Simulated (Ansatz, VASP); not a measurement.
# One calculation of RbBr, two programs

File POSCAR:

```
RbBr
1.0
    0.0000000000      3.8694968646      3.6489355433
    3.8694968646      0.0000000000      3.6489355433
    3.8694968646      3.8694968646      0.0000000000
Rb Br
1 1
Direct
    0.0000000000      0.0000000000      0.0000000000
    0.2500000000      0.2500000000      0.2500000000
```

File INCAR.step1:

```
SYSTEM = RbBr
PREC = Accurate ; ENCUT = 520
EDIFF = 1E-5 ; ISMEAR = 0
SIGMA = 0.01 ; LREAL = .False.
LASPH = .True. ; NELM = 100
ALGO = Normal ; ISIF = 2
LWAVE = .True. ; LCHARG = .False.
GGA = PE ; NBANDS = 15
```

File INCAR.step2:

```
SYSTEM = RbBr
PREC = Accurate ; ENCUT = 520
EDIFF = 1E-7 ; ISMEAR = 0
SIGMA = 0.01 ; LREAL = .False.
LASPH = .True. ; NELM = 100
ALGO = Normal ; ISIF = 2
LWAVE = .False. ; LCHARG = .False.
GGA = PE ; LHFCALC = .True.
HFSCREEN = 0.2079 ; PRECFOCK = Normal
ISTART = 1 ; NBANDS = 15
```

KPOINTS

```
Automatic mesh
0
Gamma
  4 4 4
  0 0 0
```

Input for Ansatz:

```yaml
crystal:
  lattice:
    - [0.0, 3.8694968646, 3.6489355433]
    - [3.8694968646, 0.0, 3.6489355433]
    - [3.8694968646, 3.8694968646, 0.0]
  atoms:
    - { symbol: Rb, position: [0.0, 0.0, 0.0] }
    - { symbol: Br, position: [0.25, 0.25, 0.25] }
kpoints:
  mp_grid: { grid: [4, 4, 4] }
  band_path:
    path:
      - [0.0, 0.0, 0.0]
      - [-0.5, -0.5, 0.0]
      - [-0.375, -0.375, 0.25]
      - [-0.375, 0.0, 0.375]
      - [0.0, 0.0, 0.5]
      - [-0.5, -0.25, 0.25]
      - [0.0, 0.5, 0.5]
    npoints: 1
hamiltonian:
  xc: hse06
scf:
  occupations: { method: fixed }
  n_extra_bands: 4
output:
  forces: true
  stress: true
  eigenvalues: true
```

Change from the starting cell: uniaxial_z strain -5.7%.

Alike in both runs: task single point; functional HSE06; k mesh 4 × 4 × 4; no spin polarisation.

|  | VASP | Ansatz |
| --- | --- | --- |
| version | VASP 6.6.1 | Ansatz 0.2.0 |
| potentials or method | VASP PAW PBE potentials, release 64 (Rb_sv, Br) | plane waves, PAW |
| plane-wave cutoff (eV) | 520 | 420 |
| occupations | gaussian, width 0.01 eV | fixed |
| valence electrons in the cell | 16 | 16 |

```tsv
	VASP	Ansatz	Ansatz less VASP
gap on the k mesh at the Fermi level (eV)	5.24	5.24	-0.002
pressure (GPa)	0.6	0.6	-0.01
```

Ansatz's warnings: stress exchange threshold loose, stress scf threshold loose.
